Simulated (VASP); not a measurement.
# CaO (Fm-3m) in VASP: notebook

Runs on CaO. Level: PBE+U. Tasks: single point.

Program: VASP 6.6.1. These are calculated values, not measurements. Logs are shortened: lines on timing, memory, paths and dates and some standing lists are left out, and cuts for length are marked.

### 1 The cell of the first run

The structure is cubic, space group Fm-3m (No. 225). Conventional cell: a = 4.807 Å, b = 4.807 Å, c = 4.807 Å, α = 90.00°, β = 90.00°, γ = 90.00°. Ca (site symmetry m-3m) has 6 O at 2.40 Å within 3.2 Å. Within 3.2 Å of O (site symmetry m-3m) lie 6 Ca at 2.40 Å.

### 2 Single point, PBE+U, collinear spin, zero start

The input, INCAR:

```
SYSTEM = CaO
PREC     = Accurate       ! precision mode
ENCUT    = 600            ! plane-wave cutoff, eV
EDIFF    = 1E-6           ! SCF threshold, eV
ISMEAR   = 0              ! smearing method
SIGMA    = 0.1            ! smearing width, eV
LREAL    = .FALSE.        ! projectors in reciprocal space
LASPH    = .TRUE.         ! aspherical terms in the spheres
NELM     = 200            ! most SCF steps
ALGO     = Normal         ! electronic algorithm
ISIF     = 2              ! what is computed and relaxed
LWAVE    = .FALSE.        ! write WAVECAR
LCHARG   = .FALSE.        ! write CHGCAR
ISPIN    = 2              ! spin polarisation
MAGMOM   = 0 0            ! initial moments
LORBIT   = 11             ! projections on sites
LDAU     = .TRUE.         ! DFT+U
LDAUTYPE = 2            
LDAUL    = -1 1           ! shell
LDAUU    = 0 6.1          ! U, eV
LDAUJ    = 0 0          
LDAUPRINT= 1            
GGA      = PE             ! functional
NBANDS   = 19             ! bands
GGA_COMPAT= .FALSE.
```

The input, KPOINTS:

```
Automatic mesh
0
G
  4 4 4
  0 0 0
```

The input, POSCAR:

```
CaO
1.0
    0.0000000000      2.4035556960      2.4035556960
    2.4035556960      0.0000000000      2.4035556960
    2.4035556960      2.4035556960      0.0000000000
Ca O
1 1
Direct
    0.0000000000      0.0000000000      0.0000000000
    0.5000000000      0.5000000000      0.5000000000
```

Potentials or basis: VASP PAW PBE potentials, release 64 (Ca_sv, O).

Started as:

```
cat potpaw_PBE.64/Ca_sv/POTCAR potpaw_PBE.64/O/POTCAR > POTCAR
mpirun -np 1 vasp_std > vasp.out
```

OUTCAR:

```text
SYSTEM = CaO
   PREC = Accurate
   ENCUT = 600
   EDIFF = 1E-6
   ISMEAR = 0
   LREAL = .FALSE.
   LASPH = .TRUE.
   NELM = 200
   ISIF = 2
   ISPIN = 2
   LORBIT = 11
   GGA = PE

 ion  position               nearest neighbor table
   1  0.000  0.000  0.000-   2 2.40   2 2.40   2 2.40   2 2.40   2 2.40   2 2.40
   2  0.500  0.500  0.500-   1 2.40   1 2.40   1 2.40   1 2.40   1 2.40   1 2.40

  LATTYP: Found a face centered cubic cell.
 ALAT       =     4.8071113920

  Lattice vectors:

 A1 = (   0.0000000000,   2.4035556960,   2.4035556960)
 A2 = (   2.4035556960,   0.0000000000,   2.4035556960)
 A3 = (   2.4035556960,   2.4035556960,   0.0000000000)

Analysis of symmetry for initial positions (statically):
=====================================================================
 Subroutine PRICEL returns:
 Original cell was already a primitive cell.

 Routine SETGRP: Setting up the symmetry group for a
 face centered cubic supercell.

 Subroutine GETGRP returns: Found 48 space group operations
 (whereof 48 operations were pure point group operations)
 out of a pool of 48 trial point group operations.

The static configuration has the point symmetry O_h .

Analysis of symmetry for dynamics (positions and initial velocities):
=====================================================================
 Subroutine PRICEL returns:
 Original cell was already a primitive cell.

 Routine SETGRP: Setting up the symmetry group for a
 face centered cubic supercell.

 Subroutine GETGRP returns: Found 48 space group operations
 (whereof 48 operations were pure point group operations)
 out of a pool of 48 trial point group operations.

The dynamic configuration has the point symmetry O_h .

Analysis of structural, dynamic, and magnetic symmetry:
=====================================================================
 Subroutine PRICEL returns:
 Original cell was already a primitive cell.

 Routine SETGRP: Setting up the symmetry group for a
 face centered cubic supercell.

 Subroutine GETGRP returns: Found 48 space group operations
 (whereof 48 operations were pure point group operations)
 out of a pool of 48 trial point group operations.

The overall configuration has the point symmetry O_h .

 Subroutine INISYM returns: Found 48 space group operations
 (whereof 48 operations are pure point group operations),
 and found     1 'primitive' translations

----------------------------------------------------------------------------------------

                                     Primitive cell

  volume of cell :      27.7711

  direct lattice vectors                    reciprocal lattice vectors
     0.000000000  2.403555696  2.403555696    -0.208025136  0.208025136  0.208025136
     2.403555696  0.000000000  2.403555696     0.208025136 -0.208025136  0.208025136
     2.403555696  2.403555696  0.000000000     0.208025136  0.208025136 -0.208025136

  length of vectors
     3.399141063  3.399141063  3.399141063     0.360310104  0.360310104  0.360310104

  position of ions in fractional coordinates (direct lattice)
     0.000000000  0.000000000  0.000000000
     0.500000000  0.500000000  0.500000000

  ion indices of the primitive-cell ions
   primitive index   ion index
                 1           1
                 2           2

----------------------------------------------------------------------------------------

 KPOINTS: Automatic mesh

Automatic generation of k-mesh.
 Grid dimensions read from file:
 generate k-points for:    4    4    4

 Generating k-lattice:

  Cartesian coordinates                     Fractional coordinates (reciprocal lattice)
    -0.052006284  0.052006284  0.052006284     0.250000000  0.000000000  0.000000000
     0.052006284 -0.052006284  0.052006284     0.000000000  0.250000000  0.000000000
     0.052006284  0.052006284 -0.052006284     0.000000000  0.000000000  0.250000000

  Length of vectors
     0.090077526  0.090077526  0.090077526

  Shift w.r.t. Gamma in fractional coordinates (k-lattice)
     0.000000000  0.000000000  0.000000000

 Subroutine IBZKPT returns following result:
 ===========================================

 Found      8 irreducible k-points:

 Following reciprocal coordinates:
            Coordinates               Weight
  0.000000  0.000000  0.000000      1.000000
  0.250000  0.000000  0.000000      8.000000
  0.500000  0.000000  0.000000      4.000000
  0.250000  0.250000  0.000000      6.000000
  0.500000  0.250000  0.000000     24.000000
 -0.250000  0.250000  0.000000     12.000000
  0.500000  0.500000  0.000000      3.000000
 -0.250000  0.500000  0.250000      6.000000
   k-points           NKPTS =      8   k-points in BZ     NKDIM =      8   number of bands    NBANDS=     19
   number of dos      NEDOS =    301   number of ions     NIONS =      2
   total plane-waves  NPLWV =  21952
   dimension x,y,z NGX =    28 NGY =   28 NGZ =   28
   dimension x,y,z NGXF=    56 NGYF=   56 NGZF=   56
   ions per type =               1   1
   NGX,Y,Z   is equivalent  to a cutoff of  13.69, 13.69, 13.69 a.u.
   NGXF,Y,Z  is equivalent  to a cutoff of  27.39, 27.39, 27.39 a.u.
 SYSTEM =  CaO
   PREC   = accura    normal or accurate (medium, high low for compatibility)
   ISTART =      0    job   : 0-new  1-cont  2-samecut
   ICHARG =      2    charge: 1-file 2-atom 10-const
   ISPIN  =      2    spin polarized calculation?
   LNONCOLLINEAR =      F non collinear calculations
   LSORBIT =      F    spin-orbit coupling
   LASPH  =      T    aspherical Exc in radial PAW
   ENCUT  =  600.0 eV  44.10 Ry    6.64 a.u.   6.79  6.79  6.79*2*pi/ulx,y,z
   NELM   =    200;   NELMIN=  2; NELMDL= -5     # of ELM steps
   EDIFF  = 0.1E-05   stopping-criterion for ELM
   LREAL  =      F    real-space projection
   EDIFFG = 0.1E-04   stopping-criterion for IOM
   NSW    =      0    number of steps for IOM
   IBRION =     -1    ionic relax: 0-MD 1-quasi-New 2-CG
   NFREE  =      0    steps in history (QN), initial steepest desc. (CG)
   ISIF   =      2    stress and relaxation
   ISYM   =      2    0-nonsym 1-usesym 2-fastsym
   POTIM  = 0.5000    time-step for ionic-motion
   TEBEG  =    0.0;   TEEND  =   0.0 temperature during run
   PSTRESS=    0.0 pullay stress
   NELECT =      16.0000    total number of electrons
   NUPDOWN=      -1.0000    fix difference up-down
   EMIN   =  10.00;   EMAX   =-10.00  energy-range for DOS
   EFERMI =   0.00;   METHOD = LEGACY
   ISMEAR =     0;   SIGMA  =   0.10  broadening in eV -4-tet -1-fermi 0-gaus
   EFERMI_NEDOS =   21; number of points for ismear=-14 and -15
   IALGO  =     38    algorithm
   IMIX   =      4    mixing-type and parameters
     AMIX     =   0.40;   BMIX     =  1.00
     AMIX_MAG =   1.60;   BMIX_MAG =  1.00
  volume/ion in A,a.u.               =      13.89        93.70
  Fermi-wavevector in a.u.,A,eV,Ry     =   1.362231  2.574243 25.247954  1.855672
  Thomas-Fermi vector in A             =   2.488738
   LORBIT       =     11    0 simple, 1 ext, 2 COOP (PROOUT), +10 PAW based schemes
 LDA+U is selected, type is set to LDAUTYPE =  2
   angular momentum for each species LDAUL =    -1    1
   U (eV)           for each species LDAUU =   0.0  6.1
   J (eV)           for each species LDAUJ =   0.0  0.0
   GGA     = PE    functional components
   LHFCALC =     F    Hartree Fock is set to
   AEXX    =    0.0000 exact exchange contribution
   IVDW    =     0    specifies the selected vdW correction
   LEPSILON=     F    determine dielectric tensor
   LRPA    =     F    only Hartree local field effects (RPA)
 spin polarized calculation
 Gauss-broadening in eV      SIGMA  =   0.10
  energy-cutoff  :      600.00
  volume of cell :       27.77
 maximum number of plane-waves:       941
   NGX = 13   NGY = 13   NGZ = 13

 number of electron      15.9999997 magnetization      -0.0000000

 number of electron      15.9999997 magnetization       0.0000000

 Free energy of the ion-electron system (eV)
  ---------------------------------------------------
  ext. energy  EPLUGINS =         0.00000000
  ---------------------------------------------------
  free energy    TOTEN  =        -8.35735093 eV

  energy without entropy =       -8.35735093  energy(sigma->0) =       -8.35735093

 E-fermi :   2.7631     XC(G=0): -10.4477

 val. band max:        2.2056808588   @ k =   0.0000   0.0000   0.0000
 cond. band min:       5.9671901351   @ k =   0.5000   0.5000   0.0000
 fundamental gap:      3.7615092763
 Fermi energy:         2.7630784969

 spin component 1

 k-point     1 :       0.0000    0.0000    0.0000
  band No.  band energies     occupation
      1     -35.3566      1.00000
      2     -16.1190      1.00000
      3     -16.1190      1.00000
      4     -16.1190      1.00000
      5     -12.9437      1.00000
      6       2.2057      1.00000
[... 11 lines left out ...]
     18      24.8053      0.00000
     19      29.8284      0.00000
[... 133 lines left out ...]
 k-point     8 :      -0.2500    0.5000    0.2500
  band No.  band energies     occupation
      1     -35.2236      1.00000
      2     -16.5331      1.00000
      3     -16.5331      1.00000
      4     -16.5230      1.00000
      5     -12.3249      1.00000
      6       0.9439      1.00000
[... 11 lines left out ...]
     18      24.2025      0.00000
     19      24.2025      0.00000
 Fermi energy:         2.7630784969

 spin component 2

 k-point     1 :       0.0000    0.0000    0.0000
  band No.  band energies     occupation
      1     -35.3566      1.00000
      2     -16.1190      1.00000
      3     -16.1190      1.00000
      4     -16.1190      1.00000
      5     -12.9437      1.00000
      6       2.2057      1.00000
[... 11 lines left out ...]
     18      24.8053      0.00000
     19      29.8285      0.00000
[... 133 lines left out ...]
 k-point     8 :      -0.2500    0.5000    0.2500
  band No.  band energies     occupation
      1     -35.2236      1.00000
      2     -16.5331      1.00000
      3     -16.5331      1.00000
      4     -16.5230      1.00000
      5     -12.3249      1.00000
      6       0.9439      1.00000
[... 11 lines left out ...]
     18      24.2025      0.00000
     19      24.2025      0.00000

------------------------ aborting loop because EDIFF is reached ----------------------------------------

  FORCE on cell =-STRESS in cart. coord.  units (eV):
  Direction    XX          YY          ZZ          XY          YZ          ZX
  --------------------------------------------------------------------------------------
  -------------------------------------------------------------------------------------
  Total        0.1350973      0.1350973      0.1350973      0.0000000     -0.0000000      0.0000000
  in kB        7.7940791      7.7940791      7.7940791      0.0000000     -0.0000000      0.0000000
  external PRESSURE =       7.7940791 kB  Pullay stress =       0.0000000 kB

 VOLUME and BASIS-vectors are now :
 -----------------------------------------------------------------------------
  energy-cutoff  :      600.00
  volume of cell :       27.77
      direct lattice vectors                 reciprocal lattice vectors
     0.000000000  2.403555696  2.403555696    -0.208025136  0.208025136  0.208025136
     2.403555696  0.000000000  2.403555696     0.208025136 -0.208025136  0.208025136
     2.403555696  2.403555696  0.000000000     0.208025136  0.208025136 -0.208025136

 POSITION                                       TOTAL-FORCE (eV/Angst)
 -----------------------------------------------------------------------------------
      0.00000      0.00000      0.00000        -0.000000     -0.000000      0.000000
      2.40356      2.40356      2.40356         0.000000      0.000000     -0.000000
 -----------------------------------------------------------------------------------
    total drift:                                0.000000      0.000000      0.000000

  FREE ENERGIE OF THE ION-ELECTRON SYSTEM (eV)
  ---------------------------------------------------
  free  energy   TOTEN  =        -8.3573509302 eV

  energy  without entropy=       -8.3573509302  energy(sigma->0) =       -8.35735093

 total charge

# of ion       s       p       d       tot
------------------------------------------
    1        2.040   5.881   0.293   8.214
    2        1.542   3.491   0.000   5.033
--------------------------------------------------
tot          3.581   9.372   0.293  13.247

 magnetization (x)

# of ion       s       p       d       tot
------------------------------------------
    1       -0.000  -0.000   0.000  -0.000
    2        0.000   0.000   0.000   0.000
--------------------------------------------------
tot         -0.000   0.000   0.000   0.000
```

Run time: 29 s. Hardware: 1 thread of Intel Xeon 8259CL, shared host; peak memory 0.17 GiB.

Results:

| Item | Value |
| --- | --- |
| Free energy | -8.3574 eV |
| Pressure | 0.8 GPa |
| Band gap on the k mesh | 3.76 eV (least direct gap 4.13 eV) |
| Net moment | 0.00 μB per cell |
| Valence electrons inside the program's atomic spheres | Ca 8.21; O 5.03 |

Caveat: the k points lie up to 0.57 Å⁻¹ apart. A k mesh can miss the band edges.

### 3 Single point, PBE+U, collinear spin, ferromagnetic start

The input, INCAR:

```
SYSTEM = CaO
PREC = Accurate
ENCUT = 600
EDIFF = 1E-6
ISMEAR = 0
SIGMA = 0.1
LREAL = .False.
LASPH = .True.
NELM = 200
ALGO = Normal
ISIF = 2
LWAVE = .False.
LCHARG = .False.
ISPIN = 2
MAGMOM = 0 -3
LORBIT = 11
LDAU = .True.
LDAUTYPE = 2
LDAUL = -1 1
LDAUU = 0 3.2
LDAUJ = 0 0
LDAUPRINT = 1
GGA = PE
NBANDS = 19
GGA_COMPAT = .False.
```

The input, KPOINTS:

```
regular mesh
0
Gamma
  8 8 8
  0 0 0
```

POSCAR is that of step 2.

Potentials or basis: VASP PAW PBE potentials, release 64 (Ca_sv, O).

Started as:

```
cat potpaw_PBE.64/Ca_sv/POTCAR potpaw_PBE.64/O/POTCAR > POTCAR
mpirun -np 1 vasp_std > vasp.out
```

Wall time 76 s (1 thread of Intel Xeon 8259CL, shared host); peak memory 0.19 GiB.

It converged, with:

| Item | Value |
| --- | --- |
| Free energy | -10.4709 eV |
| Pressure | 1.4 GPa |
| Band gap on the k mesh | 3.70 eV (least direct gap 4.07 eV) |
| Net moment | 0.00 μB per cell |
| Valence electrons inside the program's atomic spheres | Ca 8.22; O 5.02 |

Levels at points of the mesh, in eV from the valence-band top:
Spin up:
```csv
k point,band 5,band 6,band 7,band 8,band 9,band 10,band 11,band 12
"(0.00, 0.00, 0.00)",-15.34,0.00,0.00,0.00,4.81,6.28,6.28,6.28
"(0.50, 0.00, 0.00)",-14.16,-2.61,-1.19,-1.19,7.08,8.40,8.40,8.59
"(0.50, 0.50, 0.00)",-15.09,-1.28,-0.37,-0.37,3.70,8.12,8.95,9.58
```
Spin down:
| k point | band 4 | band 5 | band 6 | band 7 | band 8 | band 9 | band 10 | band 11 | band 12 | band 13 |
| --- | --- | --- | --- | --- | --- | --- | --- | --- | --- | --- |
| (0.00, 0.00, 0.00) | -18.36 | -15.34 | 0.00 | 0.00 | 0.00 | 4.81 | 6.28 | 6.28 | 6.28 | 7.79 |
| (0.50, 0.00, 0.00) | -18.41 | -14.16 | -2.61 | -1.19 | -1.19 | 7.08 | 8.40 | 8.40 | 8.59 | 10.46 |
| (0.50, 0.50, 0.00) | -18.59 | -15.09 | -1.28 | -0.37 | -0.37 | 3.70 | 8.12 | 8.95 | 9.58 | 9.58 |
